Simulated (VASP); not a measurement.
The system is SnSe2.

```
CELL_PARAMETERS angstrom
3.82515 0.00000 0.00000
-1.91258 3.31268 0.00000
0.00000 0.00000 6.22691
ATOMIC_POSITIONS crystal
Sn 0.00000 0.00000 0.00000
Se 0.66667 0.33333 0.74692
Se 0.33333 0.66667 0.25308
```

Base run:

```yaml
Program: VASP 6.6.1
Functional: PBE
Potentials_or_basis: VASP PAW PBE potentials, release 64 (Sn_d, Se)
Cutoff: 520 eV
k_mesh: 6 × 6 × 4
Occupations: gaussian, width 0.01 eV
Spin: no spin polarisation
```

Its results: band gap on the k mesh 0.79 eV, indirect (least direct gap 1.12 eV); pressure 3.0 GPa; largest force 0.262 eV/Å.

Q: The run is repeated on the same cell with these changes: k mesh from 6 × 6 × 4 to 12 × 12 × 4. What comes out?

A: Band gap on the k mesh 0.74 eV, indirect (least direct gap 1.12 eV); pressure 3.0 GPa; largest force 0.275 eV/Å.

Caveats: spin-orbit coupling is left out, which moves the levels of the heavy elements; this functional lacks dispersion, which binds the layers, so the pressure and a relaxed spacing across them are unreliable.

A k mesh can miss the band edges.
